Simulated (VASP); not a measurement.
Na2HF, 4 atoms in the cell. The structure is hexagonal, space group P-6m2 (No. 187). Conventional cell: a = 3.293 Å, b = 3.293 Å, c = 5.781 Å, α = 90.00°, β = 90.00°, γ = 120.00°. Na (site symmetry 3m) has 3 F at 2.38 Å and 3 H at 2.40 Å and 2 Na at 2.85 to 2.93 Å within 3.1 Å. H (site symmetry -6m2) has 6 Na at 2.40 Å and 6 H at 3.29 Å within 3.3 Å. F (site symmetry -6m2) has 6 Na at 2.38 Å within 3.1 Å. 

```yaml
Program: VASP 6.6.1
Task: single point
Functional: HSE06
Potentials_or_basis: VASP PAW PBE potentials, release 64 (Na_pv, H, F)
Cutoff: 520 eV
k_mesh: 6 × 6 × 4
Occupations: gaussian, width 0.02 eV
Spin: no spin polarisation
Dipole_correction: no
Grid_for_exact_exchange_PRECFOCK: Normal
Further_INCAR_settings: ALGO = Normal; EDIFF = 1e-07; NBANDS = 19
Share_of_exact_exchange: 0.25
Screening_parameter: 0.2079 1/Å
```

Potentials or basis: VASP PAW PBE potentials, release 64 (Na_pv, H, F).

The run is started by

```console
$ cat potpaw_PBE.64/Na_pv/POTCAR potpaw_PBE.64/H/POTCAR potpaw_PBE.64/F/POTCAR > POTCAR
$ cp INCAR.step1 INCAR
$ mpirun -np 2 vasp_std > vasp.out
$ cp INCAR.step2 INCAR
$ mpirun -np 2 vasp_std > vasp.out
```

Hardware: 2 MPI ranks on Intel(R) Xeon(R) 6975P-C (Granite Rapids) (shared host).

Estimate the wall time of this run.

Wall time 17 min on 2 MPI ranks on Intel(R) Xeon(R) 6975P-C (Granite Rapids) (shared host), peak memory 0.28 GiB a rank. Counts: k points 21.
